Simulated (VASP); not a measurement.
# Si in VASP: single point with PBE+D3(BJ)

Aim: the single point of Si with PBE+D3(BJ).

Program: VASP 6.6.1. These are calculated values, not measurements. Logs are shortened: lines on timing, memory, paths and dates and some standing lists are left out, and cuts for length are marked.

**1. The cell of the first run**

The cell holds a slab with vacuum, 16 atoms: a = 7.667 Å, b = 5.422 Å, c = 22.750 Å, α = 90.00°, β = 90.00°, γ = 90.00°.

**2. Single point, PBE+D3(BJ)**

Input file INCAR:

```
SYSTEM = Si
PREC = Accurate
ENCUT = 520
EDIFF = 1E-6
ISMEAR = 0
SIGMA = 0.05
LREAL = Auto
LASPH = .TRUE.
NELM = 60
ALGO = Normal
ISIF = 2
LWAVE = .FALSE.
LCHARG = .FALSE.
LDIPOL = .TRUE.
IDIPOL = 3
DIPOL = 0.5 0.5 0.499
GGA = PE
IVDW = 12
NBANDS = 46
```

Input file KPOINTS:

```
regular mesh
0
G
  4 6 1
  0 0 0
```

Input file POSCAR:

```
Si
1.0
    7.6671877233      0.0000000000      0.0000000000
    0.0000000000      5.4215204318      0.0000000000
    0.0000000000      0.0000000000     22.7503907925
Si
16
Direct
    0.2500000000      0.0000000000      0.3736199557
    0.7500000000      0.0000000000      0.3736199557
    0.5000000000      0.2500000000      0.3736199557
    0.0000000000      0.2500000000      0.3736199557
    0.5000000000      0.5000000000      0.4578733186
    0.0000000000      0.5000000000      0.4578733186
    0.7500000000      0.7500000000      0.4578733186
    0.2500000000      0.7500000000      0.4578733186
    0.7500000000      0.0039556684      0.5425036376
    0.2500000000      0.0039556684      0.5425036376
    0.0000000000      0.2460443316      0.5425036376
    0.5000000000      0.2460443316      0.5425036376
    0.0000000000      0.5088953802      0.6220317383
    0.5000000000      0.5088953802      0.6220317383
    0.2500000000      0.7411046198      0.6220317383
    0.7500000000      0.7411046198      0.6220317383
```

Potentials or basis: VASP PAW PBE potentials, release 64 (Si).

Run with:

```console
> cat potpaw_PBE.64/Si/POTCAR > POTCAR
> mpirun -np 1 vasp_std > vasp.out
```

OUTCAR:

```text
SYSTEM = Si
   PREC = Accurate
   ENCUT = 520
   EDIFF = 1E-6
   ISMEAR = 0
   LREAL = Auto
   LASPH = .TRUE.
   NELM = 60
   ISIF = 2
   GGA = PE
   IVDW = 12
 IVDW          = 12

 ion  position               nearest neighbor table
   1  0.250  0.000  0.374-   3 2.35   4 2.35   8 2.35
   2  0.750  0.000  0.374-   3 2.35   4 2.35   7 2.35
   3  0.500  0.250  0.374-   1 2.35   2 2.35   5 2.35
   4  0.000  0.250  0.374-   1 2.35   2 2.35   6 2.35
   5  0.500  0.500  0.458-   7 2.35   8 2.35   3 2.35  12 2.37
   6  0.000  0.500  0.458-   7 2.35   8 2.35   4 2.35  11 2.37
   7  0.750  0.750  0.458-   5 2.35   6 2.35   2 2.35   9 2.37
   8  0.250  0.750  0.458-   5 2.35   6 2.35   1 2.35  10 2.37
   9  0.750  0.004  0.543-  16 2.30  12 2.32  11 2.32   7 2.37
  10  0.250  0.004  0.543-  15 2.30  12 2.32  11 2.32   8 2.37
  11  0.000  0.246  0.543-  13 2.30  10 2.32   9 2.32   6 2.37
  12  0.500  0.246  0.543-  14 2.30  10 2.32   9 2.32   5 2.37
  13  0.000  0.509  0.622-  15 2.29  16 2.29  11 2.30
  14  0.500  0.509  0.622-  15 2.29  16 2.29  12 2.30
  15  0.250  0.741  0.622-  13 2.29  14 2.29  10 2.30
  16  0.750  0.741  0.622-  13 2.29  14 2.29   9 2.30

  LATTYP: Found a simple orthorhombic cell.
 ALAT       =     5.4215204318
 B/A-ratio  =     1.4142135624
 C/A-ratio  =     4.1963119163

  Lattice vectors:

 A1 = (   0.0000000000,  -5.4215204318,   0.0000000000)
 A2 = (   7.6671877233,   0.0000000000,   0.0000000000)
 A3 = (   0.0000000000,   0.0000000000,  22.7503907925)

Analysis of symmetry for initial positions (statically):
=====================================================================
 Subroutine PRICEL returns following result:

  LATTYP: Found a simple orthorhombic cell.
 ALAT       =     3.8335938616
 B/A-ratio  =     1.4142135624
 C/A-ratio  =     5.9344812240

  Lattice vectors:

 A1 = (   3.8335938616,   0.0000000000,   0.0000000000)
 A2 = (   0.0000000000,   5.4215204318,   0.0000000000)
 A3 = (   0.0000000000,   0.0000000000,  22.7503907925)

   2 primitive cells build up your supercell.

 Routine SETGRP: Setting up the symmetry group for a
 simple orthorhombic supercell.

 Subroutine GETGRP returns: Found  4 space group operations
 (whereof  2 operations were pure point group operations)
 out of a pool of  8 trial point group operations.

The static configuration has the point symmetry C_1h.
 The point group associated with its full space group is C_2v.

Analysis of symmetry for dynamics (positions and initial velocities):
=====================================================================
 Subroutine PRICEL returns following result:

  LATTYP: Found a simple orthorhombic cell.
 ALAT       =     3.8335938616
 B/A-ratio  =     1.4142135624
 C/A-ratio  =     5.9344812240

  Lattice vectors:

 A1 = (   3.8335938616,   0.0000000000,   0.0000000000)
 A2 = (   0.0000000000,   5.4215204318,   0.0000000000)
 A3 = (   0.0000000000,   0.0000000000,  22.7503907925)

   2 primitive cells build up your supercell.

 Routine SETGRP: Setting up the symmetry group for a
 simple orthorhombic supercell.

 Subroutine GETGRP returns: Found  4 space group operations
 (whereof  2 operations were pure point group operations)
 out of a pool of  8 trial point group operations.

The dynamic configuration has the point symmetry C_1h.
 The point group associated with its full space group is C_2v.

 Subroutine INISYM returns: Found  4 space group operations
 (whereof  2 operations are pure point group operations),
 and found     2 'primitive' translations

----------------------------------------------------------------------------------------

                                     Primitive cell

  volume of cell :     472.8420

  direct lattice vectors                    reciprocal lattice vectors
     3.833593862  0.000000000  0.000000000     0.260851837  0.000000000  0.000000000
     0.000000000  5.421520432  0.000000000     0.000000000  0.184450103  0.000000000
     0.000000000  0.000000000 22.750390792     0.000000000  0.000000000  0.043955289

  length of vectors
     3.833593862  5.421520432 22.750390792     0.260851837  0.184450103  0.043955289

  position of ions in fractional coordinates (direct lattice)
     0.500000000  0.000000000  0.373619956
     0.000000000  0.250000000  0.373619956
     0.000000000  0.500000000  0.457873319
     0.500000000  0.750000000  0.457873319
     0.500000000  0.003955668  0.542503638
     0.000000000  0.246044332  0.542503638
     0.000000000  0.508895380  0.622031738
     0.500000000  0.741104620  0.622031738

  ion indices of the primitive-cell ions
   primitive index   ion index
                 1           1
                 2           3
                 3           5
                 4           8
                 5          10
                 6          11
                 7          13
                 8          15

----------------------------------------------------------------------------------------

 KPOINTS: regular mesh

Automatic generation of k-mesh.
 Grid dimensions read from file:
 generate k-points for:    4    6    1

 Generating k-lattice:

  Cartesian coordinates                     Fractional coordinates (reciprocal lattice)
     0.032606480  0.000000000  0.000000000     0.250000000  0.000000000  0.000000000
     0.000000000  0.030741684  0.000000000     0.000000000  0.166666667  0.000000000
     0.000000000  0.000000000  0.043955289     0.000000000  0.000000000  1.000000000

  Length of vectors
     0.032606480  0.030741684  0.043955289

  Shift w.r.t. Gamma in fractional coordinates (k-lattice)
     0.000000000  0.000000000  0.000000000

 Subroutine IBZKPT returns following result:
 ===========================================

 Found     12 irreducible k-points:

 Following reciprocal coordinates:
            Coordinates               Weight
  0.000000  0.000000  0.000000      1.000000
  0.250000  0.000000  0.000000      2.000000
  0.500000  0.000000  0.000000      1.000000
  0.000000  0.166667  0.000000      2.000000
  0.250000  0.166667  0.000000      4.000000
  0.500000  0.166667  0.000000      2.000000
  0.000000  0.333333  0.000000      2.000000
  0.250000  0.333333  0.000000      4.000000
  0.500000  0.333333  0.000000      2.000000
  0.000000  0.500000  0.000000      1.000000
  0.250000  0.500000  0.000000      2.000000
  0.500000  0.500000  0.000000      1.000000
   k-points           NKPTS =     12   k-points in BZ     NKDIM =     12   number of bands    NBANDS=     46
   number of dos      NEDOS =    301   number of ions     NIONS =     16
   total plane-waves  NPLWV = 432000
   dimension x,y,z NGX =    60 NGY =   40 NGZ =  180
   dimension x,y,z NGXF=   120 NGYF=   80 NGZF=  360
   ions per type =              16
   NGX,Y,Z   is equivalent  to a cutoff of  13.01, 12.27, 13.15 a.u.
   NGXF,Y,Z  is equivalent  to a cutoff of  26.02, 24.53, 26.31 a.u.
 SYSTEM =  Si
   PREC   = accura    normal or accurate (medium, high low for compatibility)
   ISTART =      0    job   : 0-new  1-cont  2-samecut
   ICHARG =      2    charge: 1-file 2-atom 10-const
   ISPIN  =      1    spin polarized calculation?
   LNONCOLLINEAR =      F non collinear calculations
   LSORBIT =      F    spin-orbit coupling
   LASPH  =      T    aspherical Exc in radial PAW
   ENCUT  =  520.0 eV  38.22 Ry    6.18 a.u.  14.26 10.08 42.30*2*pi/ulx,y,z
   NELM   =     60;   NELMIN=  2; NELMDL= -5     # of ELM steps
   EDIFF  = 0.1E-05   stopping-criterion for ELM
   LREAL  =      T    real-space projection
   EDIFFG = 0.1E-04   stopping-criterion for IOM
   NSW    =      0    number of steps for IOM
   IBRION =     -1    ionic relax: 0-MD 1-quasi-New 2-CG
   NFREE  =      0    steps in history (QN), initial steepest desc. (CG)
   ISIF   =      2    stress and relaxation
   ISYM   =      2    0-nonsym 1-usesym 2-fastsym
   POTIM  = 0.5000    time-step for ionic-motion
   TEBEG  =    0.0;   TEEND  =   0.0 temperature during run
   PSTRESS=    0.0 pullay stress
   NELECT =      64.0000    total number of electrons
   NUPDOWN=      -1.0000    fix difference up-down
   EMIN   =  10.00;   EMAX   =-10.00  energy-range for DOS
   EFERMI =   0.00;   METHOD = LEGACY
   ISMEAR =     0;   SIGMA  =   0.05  broadening in eV -4-tet -1-fermi 0-gaus
   EFERMI_NEDOS =   21; number of points for ismear=-14 and -15
   IALGO  =     38    algorithm
   IMIX   =      4    mixing-type and parameters
     AMIX     =   0.40;   BMIX     =  1.00
     AMIX_MAG =   1.60;   BMIX_MAG =  1.00
  volume/ion in A,a.u.               =      59.11       398.86
  Fermi-wavevector in a.u.,A,eV,Ry     =   0.667144  1.260719  6.055693  0.445081
  Thomas-Fermi vector in A             =   1.741661
   LORBIT       =      0    0 simple, 1 ext, 2 COOP (PROOUT), +10 PAW based schemes
   GGA     = PE    functional components
   LHFCALC =     F    Hartree Fock is set to
   AEXX    =    0.0000 exact exchange contribution
   IVDW    =    12    specifies the selected vdW correction
   LEPSILON=     F    determine dielectric tensor
   LRPA    =     F    only Hartree local field effects (RPA)
 non-spin polarized calculation
 Gauss-broadening in eV      SIGMA  =   0.05
  energy-cutoff  :      520.00
  volume of cell :      945.68
 maximum number of plane-waves:     25512
 NGX is ok and might be reduce to    60
   NGX = 29   NGY = 21   NGZ = 85

 dipolmoment           0.000000      0.000000      0.068470 electrons x Angstroem

 number of electron      64.0000000 magnetization

 dipolmoment           0.000000      0.000000     -0.019768 electrons x Angstroem

 Free energy of the ion-electron system (eV)
  ---------------------------------------------------
  ext. energy  EPLUGINS =         0.00000000
  ---------------------------------------------------
  free energy    TOTEN  =       -77.72521333 eV

  energy without entropy =      -77.71213867  energy(sigma->0) =      -77.71867600

 E-fermi :  -1.2027     XC(G=0):  -3.9779

 val. band max:       -1.2107392351   @ k =   0.0000   0.3333   0.0000
 cond. band min:      -1.1894941152   @ k =   0.5000   0.5000   0.0000
 fundamental gap:      0.0212451199
 Fermi energy:        -1.2026638062

 k-point     1 :       0.0000    0.0000    0.0000
  band No.  band energies     occupation
      1     -12.8811      2.00000
      2     -11.6605      2.00000
      3     -10.8097      2.00000
      4     -10.8097      2.00000
      5     -10.1260      2.00000
      6      -9.5344      2.00000
[... 36 lines left out ...]
     43       1.3706      0.00000
     44       1.7075      0.00000

 k-point     2 :       0.2500    0.0000    0.0000
  band No.  band energies     occupation
      1     -12.7434      2.00000
      2     -11.6758      2.00000
      3     -11.5207      2.00000
      4     -10.4310      2.00000
      5      -9.9815      2.00000
      6      -9.8505      2.00000
[... 36 lines left out ...]
     43       1.6433      0.00000
     44       1.7935      0.00000

 k-point     3 :       0.5000    0.0000    0.0000
  band No.  band energies     occupation
      1     -12.3355      2.00000
      2     -12.3355      2.00000
      3     -11.1057      2.00000
      4     -11.1057      2.00000
      5      -9.5506      2.00000
      6      -9.5506      2.00000
[... 412 lines left out ...]
     43       2.2422      0.00000
     44       2.2540      0.00000

 k-point    12 :       0.5000    0.5000    0.0000
  band No.  band energies     occupation
      1     -11.3555      2.00000
      2     -11.3555      2.00000
      3     -11.3421      2.00000
      4     -11.3421      2.00000
      5     -10.4398      2.00000
      6     -10.4398      2.00000
[... 36 lines left out ...]
     43       2.1771      0.00000
     44       2.1771      0.00000
 [bands above 44 left out]

------------------------ aborting loop because EDIFF is reached ----------------------------------------

 vacuum level on the upper side and lower side of the slab       (xc-potential included)        -0.335        -0.397

 Edisp (eV)   -4.26103

 E8    (eV) :    -1.8342

  FORCE on cell =-STRESS in cart. coord.  units (eV):
  Direction    XX          YY          ZZ          XY          YZ          ZX
  --------------------------------------------------------------------------------------
  -------------------------------------------------------------------------------------
  Total       0.50447    -1.08243    -1.45975     0.00000     0.00000     0.00000
  in kB       0.85467    -1.83385    -2.47311     0.00000     0.00000     0.00000
  external pressure =       -1.15 kB  Pullay stress =        0.00 kB

 VOLUME and BASIS-vectors are now :
 -----------------------------------------------------------------------------
  energy-cutoff  :      520.00
  volume of cell :      945.68
      direct lattice vectors                 reciprocal lattice vectors
     7.667187723  0.000000000  0.000000000     0.130425918  0.000000000  0.000000000
     0.000000000  5.421520432  0.000000000     0.000000000  0.184450103  0.000000000
     0.000000000  0.000000000 22.750390792     0.000000000  0.000000000  0.043955289

 POSITION                                       TOTAL-FORCE (eV/Angst)
 -----------------------------------------------------------------------------------
      1.91680      0.00000      8.50000        -0.000000      0.348762      0.170082
      5.75039      0.00000      8.50000        -0.000000      0.348762      0.170082
      3.83359      1.35538      8.50000        -0.000000     -0.348762      0.170082
      0.00000      1.35538      8.50000        -0.000000     -0.348762      0.170082
      3.83359      2.71076     10.41680        -0.000000      0.063828     -0.158183
      0.00000      2.71076     10.41680        -0.000000      0.063828     -0.158183
[... 8 lines left out ...]
      1.91680      4.01791     14.15147        -0.000000      0.009719     -0.003158
      5.75039      4.01791     14.15147        -0.000000      0.009719     -0.003158
 -----------------------------------------------------------------------------------
    total drift:                               -0.000000      0.000000     -0.014702

  FREE ENERGIE OF THE ION-ELECTRON SYSTEM (eV)
  ---------------------------------------------------
  free  energy   TOTEN  =       -81.9862482877 eV

  energy  without entropy=      -81.9731736265  energy(sigma->0) =      -81.97971096

 vacuum level on the upper side and lower side of the slab         3.318         3.314
```

Run time: 28 min. Hardware: 1 thread of Intel Xeon 6975P-C, shared host; peak memory 0.95 GiB.

What came out:

```yaml
Free_energy: -81.9862 eV
Largest_force: 0.388 eV/Å
Band_gap_on_the_k_mesh: zero (band 32 reaches -1.11 eV, above the bottom of band 33 at -1.23 eV)
Dispersion_energy_per_atom: -0.266 eV
```

Forces in eV/Å, atoms in the order of the input:
```
Si   0.000  0.349  0.170
Si   0.000  0.349  0.170
Si   0.000 -0.349  0.170
Si   0.000 -0.349  0.170
Si   0.000  0.064 -0.158
Si   0.000  0.064 -0.158
Si   0.000 -0.064 -0.158
Si   0.000 -0.064 -0.158
Si   0.000  0.002 -0.009
Si   0.000  0.002 -0.009
Si   0.000 -0.002 -0.009
Si   0.000 -0.002 -0.009
Si   0.000 -0.010 -0.003
Si   0.000 -0.010 -0.003
Si   0.000  0.010 -0.003
Si   0.000  0.010 -0.003
```
